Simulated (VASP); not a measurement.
A run of VASP 6.6.1:

INCAR

```
SYSTEM = YN
  PREC = Accurate
  ENCUT = 600
  EDIFF = 1E-6
  ISMEAR = 0
  SIGMA = 0.05
  LREAL = .FALSE.
  LASPH = .TRUE.
  NELM = 120
  ALGO = Normal
  ISIF = 2
  LWAVE = .FALSE.
  LCHARG = .FALSE.
  GGA = PE
  NBANDS = 15
  GGA_COMPAT = .FALSE.
```

File KPOINTS:

```
regular mesh
0
G
  14 14 14
  0 0 0
```

The input POSCAR:

```
YN
1.0
    0.0000000000      2.4385000000      2.4385000000
    2.4385000000      0.0000000000      2.4385000000
    2.4385000000      2.4385000000      0.0000000000
Y N
1 1
Direct
    0.0000000000      0.0000000000      0.0000000000
    0.5000000000      0.5000000000      0.5000000000
```

Potentials or basis: VASP PAW PBE potentials, release 64 (Y_sv, N).

Launch:

```bash
$ cat potpaw_PBE.64/Y_sv/POTCAR potpaw_PBE.64/N/POTCAR > POTCAR
$ mpirun -np 1 vasp_std > vasp.out
```

Hardware: 1 thread of Intel(R) Xeon(R) 6975P-C (Granite Rapids) (shared host).

Problem. Estimate the wall time of this run.

Solution. Run time: 25 s on 1 thread of Intel(R) Xeon(R) 6975P-C (Granite Rapids) (shared host), peak memory 0.22 GiB. Counts: scf iterations 13, k points 104.
